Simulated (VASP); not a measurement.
Wanted: the native input for a VASP 6.6.1 run.

* Task: single point
* Functional: PBEsol
* Potentials or basis: VASP PAW PBE potentials, release 64 (W_sv, S)
* Cutoff: 520 eV
* k mesh: 12 × 12 × 12
* Occupations: gaussian, width 0.05 eV
* Spin: no spin polarisation
* Dipole correction: no
* Further INCAR settings: ALGO = Normal; EDIFF = 1e-07; NBANDS = 20

The structure of WS2 lies in POSCAR:

```
WS2
1.0
    1.7053204150      0.9845672007      6.6563964000
   -1.7053204150      0.9845672007      6.6563964000
    0.0000000000     -1.9691344013      6.6563964000
W S
1 2
Direct
    0.0000000000      0.0000000000      0.0000000000
    0.7503000000      0.7503000000      0.7503000000
    0.5810000000      0.5810000000      0.5810000000
```

This cell differs from its parent crystal: strain +0.080 along x and y, +0.080 along z.

One way to write it, as run:

INCAR

```
PREC = Accurate
ENCUT = 520
EDIFF = 1E-7
ISMEAR = 0
SIGMA = 0.05
LREAL = False
LASPH = True
NELM = 100
ALGO = Normal
ISIF = 2
LWAVE = False
LCHARG = False
GGA = PS
NBANDS = 20
```

KPOINTS

```
regular mesh
0
Gamma
  12 12 12
```

Potentials or basis: VASP PAW PBE potentials, release 64 (W_sv, S).

Run with:

```sh
$ cat potpaw_PBE.64/W_sv/POTCAR potpaw_PBE.64/S/POTCAR > POTCAR
$ mpirun -np 1 vasp_std > vasp.out
```

Results of the run:

```json
{
  "Pressure": "-23.6 GPa",
  "Largest force": "3.143 eV/Å",
  "Band gap on the k mesh": "1.08 eV, indirect (least direct gap 1.37 eV)"
}
```

Caveat: the cell differs from its parent crystal (strain +0.080 along x and y, +0.080 along z); the PAW data sets were made with another functional, which shifts forces and pressure a little; spin-orbit coupling is left out, which moves the levels of the heavy elements.

Wall time 14 min on 1 thread of Intel Xeon 6975P-C, on a shared host, peak memory 0.53 GiB.
